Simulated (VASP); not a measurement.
# Ta (Im-3m) in VASP: further runs

Ta is run at these levels: LDA; tasks: single point, relaxation of cell and atoms.

Program: VASP 6.6.1. These are calculated values, not measurements. Logs are shortened: lines on timing, memory, paths and dates and some standing lists are left out, and cuts for length are marked.

## Step 1: The cell of the first run

The structure is cubic, space group Im-3m (No. 229). The conventional cell has a = 3.256 Å, b = 3.256 Å, c = 3.256 Å, α = 90.00°, β = 90.00°, γ = 90.00°. Ta (site symmetry m-3m) has 14 Ta at 2.82 to 3.26 Å within 3.7 Å.

## Step 2: Single point, LDA

Input file INCAR:

```
SYSTEM = Ta
PREC = Accurate ; ENCUT = 520
EDIFF = 1E-7 ; ISMEAR = -1
SIGMA = 0.15 ; LREAL = .False.
LASPH = .True. ; NELM = 100
ALGO = Normal ; ISIF = 2
LWAVE = .False. ; LCHARG = .True.
GGA = CA ; LELF = .True.
LVHAR = .True. ; NBANDS = 12
```

Input file KPOINTS:

```
Automatic mesh
0
Gamma
  16 16 16
  0 0 0
```

Input file POSCAR:

```
Ta
1.0
   -1.6278024224      1.6278024224      1.6278024224
    1.6278024224     -1.6278024224      1.6278024224
    1.6278024224      1.6278024224     -1.6278024224
Ta
1
Direct
    0.0000000000      0.0000000000      0.0000000000
```

Potentials or basis: VASP PAW LDA potentials, release 64 (Ta_pv).

The run is started by

```sh
> cat potpaw_LDA.64/Ta_pv/POTCAR > POTCAR
> mpirun -np 1 vasp_std > vasp.out
```

OUTCAR:

```text
SYSTEM = Ta
   PREC = Accurate
   ENCUT = 520
   EDIFF = 1E-7
   ISMEAR = -1
   LREAL = .False.
   LASPH = .True.
   NELM = 100
   ISIF = 2
   GGA = CA

 ion  position               nearest neighbor table
   1  0.000  0.000  0.000-

  LATTYP: Found a body centered cubic cell.
 ALAT       =     3.2556048448

  Lattice vectors:

 A1 = (  -1.6278024224,   1.6278024224,   1.6278024224)
 A2 = (   1.6278024224,  -1.6278024224,   1.6278024224)
 A3 = (   1.6278024224,   1.6278024224,  -1.6278024224)

Analysis of symmetry for initial positions (statically):
=====================================================================
 Subroutine PRICEL returns:
 Original cell was already a primitive cell.

 Routine SETGRP: Setting up the symmetry group for a
 body centered cubic supercell.

 Subroutine GETGRP returns: Found 48 space group operations
 (whereof 48 operations were pure point group operations)
 out of a pool of 48 trial point group operations.

The static configuration has the point symmetry O_h .

Analysis of symmetry for dynamics (positions and initial velocities):
=====================================================================
 Subroutine PRICEL returns:
 Original cell was already a primitive cell.

 Routine SETGRP: Setting up the symmetry group for a
 body centered cubic supercell.

 Subroutine GETGRP returns: Found 48 space group operations
 (whereof 48 operations were pure point group operations)
 out of a pool of 48 trial point group operations.

The dynamic configuration has the point symmetry O_h .

 Subroutine INISYM returns: Found 48 space group operations
 (whereof 48 operations are pure point group operations),
 and found     1 'primitive' translations

----------------------------------------------------------------------------------------

                                     Primitive cell

  volume of cell :      17.2530

  direct lattice vectors                    reciprocal lattice vectors
    -1.627802422  1.627802422  1.627802422     0.000000000  0.307162585  0.307162585
     1.627802422 -1.627802422  1.627802422     0.307162585  0.000000000  0.307162585
     1.627802422  1.627802422 -1.627802422     0.307162585  0.307162585  0.000000000

  length of vectors
     2.819436500  2.819436500  2.819436500     0.434393494  0.434393494  0.434393494

  position of ions in fractional coordinates (direct lattice)
[... 82 lines left out ...]
   NFREE  =      0    steps in history (QN), initial steepest desc. (CG)
   ISIF   =      2    stress and relaxation
   ISYM   =      2    0-nonsym 1-usesym 2-fastsym
   POTIM  = 0.5000    time-step for ionic-motion
   TEBEG  =    0.0;   TEEND  =   0.0 temperature during run
   PSTRESS=    0.0 pullay stress
   NELECT =      11.0000    total number of electrons
   NUPDOWN=      -1.0000    fix difference up-down
   EMIN   =  10.00;   EMAX   =-10.00  energy-range for DOS
   EFERMI =   0.00;   METHOD = LEGACY
   ISMEAR =    -1;   SIGMA  =   0.15  broadening in eV -4-tet -1-fermi 0-gaus
   EFERMI_NEDOS =   21; number of points for ismear=-14 and -15
   IALGO  =     38    algorithm
   IMIX   =      4    mixing-type and parameters
     AMIX     =   0.40;   BMIX     =  1.00
     AMIX_MAG =   1.60;   BMIX_MAG =  1.00
  volume/ion in A,a.u.               =      17.25       116.43
  Fermi-wavevector in a.u.,A,eV,Ry     =   1.409021  2.662663 27.012181  1.985339
  Thomas-Fermi vector in A             =   2.531119
   LORBIT       =      0    0 simple, 1 ext, 2 COOP (PROOUT), +10 PAW based schemes
   GGA     = CA    functional components
   LHFCALC =     F    Hartree Fock is set to
   AEXX    =    0.0000 exact exchange contribution
   IVDW    =     0    specifies the selected vdW correction
   LEPSILON=     F    determine dielectric tensor
   LRPA    =     F    only Hartree local field effects (RPA)
 non-spin polarized calculation
  energy-cutoff  :      520.00
  volume of cell :       17.25
 maximum number of plane-waves:       476
 NGX is ok and might be reduce to    24
   NGX = 11   NGY = 11   NGZ = 11

 number of electron      11.0000000 magnetization

 Free energy of the ion-electron system (eV)
  ---------------------------------------------------
  ext. energy  EPLUGINS =         0.00000000
  ---------------------------------------------------
  free energy    TOTEN  =       -12.87373421 eV

  energy without entropy =      -12.78008958  energy(sigma->0) =      -12.82691189

 E-fermi :   5.7909     XC(G=0): -13.0152

 val. band max:        5.7869617121   @ k =   0.3125   0.0625  -0.0000
 cond. band min:       5.8143985324   @ k =   0.3125   0.1250   0.1250
 fundamental gap:      0.0274368204
 Fermi energy:         5.7908567331

 k-point     1 :       0.0000    0.0000    0.0000
  band No.  band energies     occupation
      1     -26.9627      2.00000
      2     -26.9627      2.00000
      3     -26.9627      2.00000
      4      -2.2407      2.00000
      5       6.4323      0.02740
      6       6.4323      0.02740
      7       6.4323      0.02740
      8       9.8454      0.00000
      9       9.8454      0.00000
     10      19.6033      0.00000
     11      21.0370      0.00000
     12      21.0370      0.00000
[... 331 lines left out ...]
 k-point    24 :       0.2500    0.1875   -0.0000
  band No.  band energies     occupation
      1     -28.0477      2.00000
      2     -27.4121      2.00000
      3     -27.0827      2.00000
      4       2.0416      2.00000
      5       4.4019      1.99981
      6       5.1547      1.97162
      7       9.1748      0.00000
      8      10.7665      0.00000
      9      12.8436      0.00000
     10      19.1257      0.00000
     11      19.6356      0.00000
     12      21.9498      0.00000

 [... further k-points ...]

------------------------ aborting loop because EDIFF is reached ----------------------------------------

  FORCE on cell =-STRESS in cart. coord.  units (eV):
  Direction    XX          YY          ZZ          XY          YZ          ZX
  --------------------------------------------------------------------------------------
  -------------------------------------------------------------------------------------
  Total        0.0910745      0.0910745      0.0910745     -0.0000000     -0.0000000     -0.0000000
  in kB        8.4575017      8.4575017      8.4575017     -0.0000000     -0.0000000     -0.0000000
  external PRESSURE =       8.4575017 kB  Pullay stress =       0.0000000 kB

 VOLUME and BASIS-vectors are now :
 -----------------------------------------------------------------------------
  energy-cutoff  :      520.00
  volume of cell :       17.25
      direct lattice vectors                 reciprocal lattice vectors
    -1.627802422  1.627802422  1.627802422     0.000000000  0.307162585  0.307162585
     1.627802422 -1.627802422  1.627802422     0.307162585  0.000000000  0.307162585
     1.627802422  1.627802422 -1.627802422     0.307162585  0.307162585  0.000000000

 POSITION                                       TOTAL-FORCE (eV/Angst)
 -----------------------------------------------------------------------------------
      0.00000      0.00000      0.00000         0.000000      0.000000      0.000000
 -----------------------------------------------------------------------------------
    total drift:                                0.000000      0.000000     -0.000000

  FREE ENERGIE OF THE ION-ELECTRON SYSTEM (eV)
  ---------------------------------------------------
  free  energy   TOTEN  =       -12.8737342075 eV

  energy  without entropy=      -12.7800895786  energy(sigma->0) =      -12.82691189
```

OSZICAR:

```text
N       E                     dE             d eps       ncg     rms          rms(c)
DAV:   1     0.615618696614E+02    0.61562E+02   -0.61164E+03  3496   0.880E+02
DAV:   2    -0.123368723661E+02   -0.73899E+02   -0.71959E+02  3888   0.247E+02
DAV:   3    -0.133347635827E+02   -0.99789E+00   -0.98809E+00  4168   0.272E+01
DAV:   4    -0.133371132933E+02   -0.23497E-02   -0.23496E-02  3760   0.150E+00
DAV:   5    -0.133371202614E+02   -0.69681E-05   -0.69684E-05  4124   0.772E-02    0.145E+01
DAV:   6    -0.129840233096E+02    0.35310E+00   -0.27867E-01  3968   0.541E+00    0.701E+00
DAV:   7    -0.128757333223E+02    0.10829E+00   -0.21693E-01  4020   0.453E+00    0.373E-01
DAV:   8    -0.128737478738E+02    0.19854E-02   -0.44931E-03  3664   0.651E-01    0.664E-02
DAV:   9    -0.128737348389E+02    0.13035E-04   -0.43918E-05  4044   0.704E-02    0.248E-02
DAV:  10    -0.128737342310E+02    0.60790E-06   -0.25245E-06  3840   0.171E-02    0.296E-03
DAV:  11    -0.128737342075E+02    0.23513E-07   -0.54085E-08  2436   0.256E-03
   1 F= -.12873734E+02 E0= -.12826912E+02  d E =-.936446E-01
```

stdout:

```text
POSCAR found type information on POSCAR Ta
 POSCAR found :  1 types and       1 ions
 scaLAPACK will be used
 LDA part: xc-table for (Slater(with rela. corr.)+CA(PZ))
 , standard interpolation
 POSCAR, INCAR and KPOINTS ok, starting setup
 FFT: planning ... GRIDC
 FFT: planning ... GRID_SOFT
 FFT: planning ... GRID
 WAVECAR not read
 entering main loop
```

Run time: 22 s. Hardware: 1 thread of Intel Xeon Platinum 8488C (Sapphire Rapids), shared host; peak memory 0.15 GiB.

What came out:

```
Free energy : -12.8737 eV
Pressure    : 0.8 GPa
```

Levels at points of the mesh, in eV from the Fermi level:
| k point | band 3 | band 4 | band 5 | band 6 | band 7 | band 8 | band 9 | band 10 |
| --- | --- | --- | --- | --- | --- | --- | --- | --- |
| (0.00, 0.00, 0.00) | -32.75 | -8.03 | 0.64 | 0.64 | 0.64 | 4.05 | 4.05 | 13.81 |
| (0.50, 0.00, 0.00) | -32.76 | -4.60 | -1.74 | 1.92 | 3.97 | 5.03 | 8.15 | 12.20 |
| (0.50, 0.50, 0.50) | -33.71 | -4.11 | -4.11 | 7.12 | 7.12 | 7.12 | 9.12 | 9.12 |

Caveat: spin-orbit coupling is left out, which moves the levels of the heavy elements.

## Step 3: Relaxation of cell and atoms, LDA

This run uses another cell than the first one, of 17.12 Å³/atom, 0.992 times its volume.

Input file INCAR:

```
SYSTEM = Ta
  PREC = Accurate
  ENCUT = 600
  EDIFF = 1E-6
  ISMEAR = 0
  SIGMA = 0.1
  LREAL = .FALSE.
  LASPH = .TRUE.
  NELM = 100
  ALGO = Normal
  ISIF = 3
  LWAVE = .FALSE.
  LCHARG = .FALSE.
  GGA = CA
  IBRION = 2
  NSW = 100
  EDIFFG = -0.002
```

Input file KPOINTS:

```
Automatic mesh
0
G
  16 16 16
  0 0 0
```

Input file POSCAR:

```
Ta
1.0
   -1.6234893960      1.6234893960      1.6234893960
    1.6234893960     -1.6234893960      1.6234893960
    1.6234893960      1.6234893960     -1.6234893960
Ta
1
Direct
    0.0000000000      0.0000000000      0.0000000000
```

Potentials or basis: VASP PAW LDA potentials, release 64 (Ta_pv).

The run is started by

```sh
> cat potpaw_LDA.64/Ta_pv/POTCAR > POTCAR
> mpirun -np 1 vasp_std > vasp.out
```

It took 34 s on 1 thread of Intel Xeon Platinum 8488C (Sapphire Rapids), shared host; peak memory 0.16 GiB.

It converged, with:

- Free energy: -12.8275 eV
- Relaxed volume: 17.28 Å³/atom
- Relaxed cell: a = 2.821 Å, b = 2.821 Å, c = 2.821 Å, α = 109.47°, β = 109.47°, γ = 109.47°
- Space group after relaxing (to 0.05 Å): Im-3m (No. 229)
- Energy gained by relaxing: 1.0 meV/atom
- Ionic steps: 3
- Pressure after relaxing: 0.0 GPa

Step by step:
```csv
step,energy change (eV),largest force (eV/Å),pressure (GPa),volume (Å³)
1,0.0000,0.0000,2.03,17.12
2,0.0045,0.0000,-4.50,17.66
3,-0.0010,0.0000,-0.01,17.28
```

Final structure:
```
CELL_PARAMETERS angstrom
-1.62854 1.62854 1.62854
1.62854 -1.62854 1.62854
1.62854 1.62854 -1.62854
ATOMIC_POSITIONS crystal
Ta 0.00000 0.00000 0.00000
```

Levels at points of the mesh, in eV from the Fermi level:
| k point | band 1 | band 2 | band 3 | band 4 | band 5 | band 6 | band 7 | band 8 | band 9 |
| --- | --- | --- | --- | --- | --- | --- | --- | --- | --- |
| (0.00, 0.00, 0.00) | -32.72 | -32.72 | -32.72 | -7.99 | 0.68 | 0.68 | 0.68 | 4.09 | 4.09 |
| (0.50, 0.00, 0.00) | -34.09 | -33.16 | -32.73 | -4.55 | -1.70 | 1.95 | 4.00 | 5.06 | 8.18 |
| (0.50, 0.50, 0.50) | -33.67 | -33.67 | -33.67 | -4.07 | -4.07 | 7.14 | 7.14 | 7.14 | 9.15 |

Caveat: spin-orbit coupling is left out, which moves the levels of the heavy elements.

## Step 4: Relaxation of cell and atoms, LDA

This run uses another cell than the first one, of 17.21 Å³/atom, 0.997 times its volume.

Input file INCAR:

```
SYSTEM = Ta
PREC = Accurate
ENCUT = 600
EDIFF = 1E-6
ISMEAR = -1
SIGMA = 0.15
LREAL = .FALSE.
LASPH = .TRUE.
NELM = 60
ALGO = Normal
ISIF = 3
LWAVE = .FALSE.
LCHARG = .FALSE.
GGA = CA
IBRION = 2
NSW = 80
EDIFFG = -0.001
```

Input file KPOINTS:

```
regular mesh
0
G
  16 16 16
  0 0 0
```

Input file POSCAR:

```
Ta
1.0
   -1.6263540842      1.6263540842      1.6263540842
    1.6263540842     -1.6263540842      1.6263540842
    1.6263540842      1.6263540842     -1.6263540842
Ta
1
Direct
    0.0000000000      0.0000000000      0.0000000000
```

The run is started by

```sh
> cat potpaw_LDA.64/Ta_pv/POTCAR > POTCAR
> mpirun -np 1 vasp_std > vasp.out
```

It took 1.8 min on 1 thread of Intel Xeon Platinum 8488C (Sapphire Rapids), shared host; peak memory 0.16 GiB.

The run converged. Its results:

```yaml
Free_energy: -12.8740 eV
Relaxed_volume: 17.32 Å³/atom
Relaxed_cell: a = 2.823 Å, b = 2.823 Å, c = 2.823 Å, α = 109.47°, β = 109.47°, γ = 109.47°
Space_group_after_relaxing_to_0.05_Å: Im-3m (No. 229)
Energy_gained_by_relaxing: 0.5 meV/atom
Ionic_steps: 21
Pressure_after_relaxing: 0.0 GPa
```

The path:
```
step  energy change (eV)  largest force (eV/Å)  pressure (GPa)  volume (Å³)
   1              0.0000                0.0000            1.48        17.21
   2              0.0025                0.0000           -3.39        17.61
   3             -0.0005                0.0000           -0.01        17.32
   4             -0.0005                0.0000           -0.06        17.32
   5             -0.0004                0.0000            0.73        17.26
   6             -0.0005                0.0000            0.07        17.32
   7             -0.0005                0.0000            0.08        17.32
   8             -0.0005                0.0000            0.11        17.32
   9             -0.0005                0.0000            0.03        17.32
  10             -0.0005                0.0000            0.03        17.32
  11             -0.0005                0.0000            0.03        17.32
  12             -0.0005                0.0000            0.03        17.32
  13             -0.0005                0.0000            0.03        17.32
  14             -0.0005                0.0000            0.03        17.32
  15             -0.0005                0.0000            0.04        17.32
  16             -0.0005                0.0000            0.04        17.32
  17             -0.0005                0.0000           -0.02        17.32
  18             -0.0005                0.0000           -0.05        17.32
  19             -0.0005                0.0000           -0.04        17.32
  20             -0.0005                0.0000           -0.02        17.32
  21             -0.0005                0.0000           -0.01        17.32
```

Final structure:
```
Ta
1.0
    -1.62998    1.62998    1.62998
     1.62998   -1.62998    1.62998
     1.62998    1.62998   -1.62998
Ta
1
Direct
  0.00000 0.00000 0.00000
```

Levels at points of the mesh, in eV from the Fermi level:
```
           k point  band 4  band 5  band 6  band 7  band 8  band 9
(0.00, 0.00, 0.00)   -8.02    0.64    0.64    0.64    4.04    4.04
(0.50, 0.00, 0.00)   -4.58   -1.73    1.90    3.95    5.01    8.11
(0.50, 0.50, 0.50)   -4.09   -4.09    7.08    7.08    7.08    9.09
```

Caveat: spin-orbit coupling is left out, which moves the levels of the heavy elements.

## Step 5: Summary

```tsv
task	cell	cutoff (eV)	smearing	gap on the mesh (eV)	pressure (GPa)	relaxed volume (Å³/atom)
single point	a = 2.819 Å, angles 109.5°, 1 atom	520	fermi-dirac 0.15 eV	none	0.8	-
relaxation of cell and atoms	relaxed from a = 2.812 Å, angles 109.5°, 1 atom	600	gaussian 0.1 eV	none	0.0	17.28
relaxation of cell and atoms	relaxed from a = 2.817 Å, angles 109.5°, 1 atom	600	fermi-dirac 0.15 eV	none	0.0	17.32
```

Alike in all rows: level LDA; potentials or basis VASP PAW LDA potentials, release 64 (Ta_pv); no spin polarisation; k mesh 16 × 16 × 16.

Caveats: spin-orbit coupling is left out, which moves the levels of the heavy elements.

Total energies depend on the potentials used, so only differences within one code and one set of settings carry meaning.
